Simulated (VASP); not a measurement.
Input of a VASP 6.6.1 run:

The input INCAR:

```
SYSTEM = BaTiO3
  PREC = Accurate
  ENCUT = 520
  EDIFF = 1E-7
  ISMEAR = -1
  SIGMA = 0.05
  LREAL = .FALSE.
  LASPH = .TRUE.
  NELM = 150
  ALGO = Normal
  ISIF = 2
  LWAVE = .FALSE.
  LCHARG = .TRUE.
  MAGMOM = 0 0 0 0 0 0 0 0 0 0 0 0 0 0 0
  LORBIT = 11
  LSORBIT = .TRUE.
  GGA_COMPAT = .FALSE.
  LORBMOM = .TRUE.
  LMAXMIX = 4
  GGA = PE
  LVHAR = .TRUE.
  NBANDS = 55
```

Contents of KPOINTS:

```
regular mesh
0
G
  7 7 7
  0 0 0
```

The input POSCAR:

```
BaTiO3
1.0
    2.8273666084      1.6323808724      2.3183934932
   -2.8273666084      1.6323808724      2.3183934932
    0.0000000000     -3.2647617449      2.3183934932
Ba Ti O
1 1 3
Direct
    0.0000000000      0.0000000000      0.0000000000
    0.4845000000      0.4845000000      0.4845000000
    0.5086000000      0.0175000000      0.5086000000
    0.0175000000      0.5086000000      0.5086000000
    0.5086000000      0.5086000000      0.0175000000
```

Potentials or basis: VASP PAW PBE potentials, release 64 (Ba_sv, Ti_sv, O).

Run with:

```console
$ cat potpaw_PBE.64/Ba_sv/POTCAR potpaw_PBE.64/Ti_sv/POTCAR potpaw_PBE.64/O/POTCAR > POTCAR
$ mpirun -np 1 vasp_ncl > vasp.out
```

Problem. What does it give for the largest force?

Solution. 0.213 eV/Å.

Problem. Estimate the net moment.

Solution. 0.00 μB per cell.

Problem. Predict the pressure.

Solution. 6.9 GPa.

Stress tensor (GPa, compression positive):
```
6.94 0.00 0.00
0.00 6.94 0.00
0.00 0.00 6.68
```

Caveat: the cell stands under pressure.
